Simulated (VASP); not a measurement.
## GaN: single point with PBE

GaN:

```
CELL_PARAMETERS angstrom
3.18998 0.00000 0.00000
-1.59499 2.76261 0.00000
0.00000 0.00000 10.28733
ATOMIC_POSITIONS crystal
Ga 0.00000 0.00000 0.78587
Ga 0.66667 0.33333 0.03735
Ga 0.33333 0.66667 0.53735
Ga 0.00000 0.00000 0.28587
N 0.00000 0.00000 0.09304
N 0.66667 0.33333 0.34375
N 0.00000 0.00000 0.59304
N 0.33333 0.66667 0.84374
```

```yaml
Program: VASP 6.6.1
Task: single point
Functional: PBE
Potentials_or_basis: VASP PAW PBE potentials, release 64 (Ga_d, N)
Cutoff: 600 eV
k_mesh: 10 × 10 × 3
Occupations: fermi-dirac, width 0.05 eV
Spin: no spin polarisation
Dipole_correction: no
Further_INCAR_settings: ALGO = Normal; EDIFF = 1e-06; NBANDS = 46
```

- Pressure: 3.3 GPa
- Largest force: 0.461 eV/Å
- Band gap on the k mesh: 0.96 eV

Forces in eV/Å, atoms in the order of the input:
```
Ga   0.000  0.000  0.007
Ga   0.000  0.000 -0.271
Ga   0.000  0.000 -0.271
Ga   0.000  0.000  0.007
N    0.000  0.000 -0.197
N    0.000  0.000  0.461
N    0.000  0.000 -0.197
N    0.000  0.000  0.461
```

Stress tensor (GPa, compression positive):
```
1.21 0.00 0.00
0.00 1.21 0.00
0.00 0.00 7.54
```

Levels at points of the mesh, in eV from the valence-band top:
```csv
k point,band 34,band 35,band 36,band 37,band 38,band 39
"(0.00, 0.00, 0.00)",-0.54,-0.54,0.00,0.96,3.46,3.65
"(0.50, 0.00, 0.00)",-1.97,-1.54,-0.78,2.01,2.52,4.81
```

Wall time 100 s on 1 thread of AMD EPYC 9R45 96-Core Processor (Zen 5), on a shared host, peak memory 0.26 GiB.

Caveat: the stress differs along the axes, from 1 to 8 GPa.
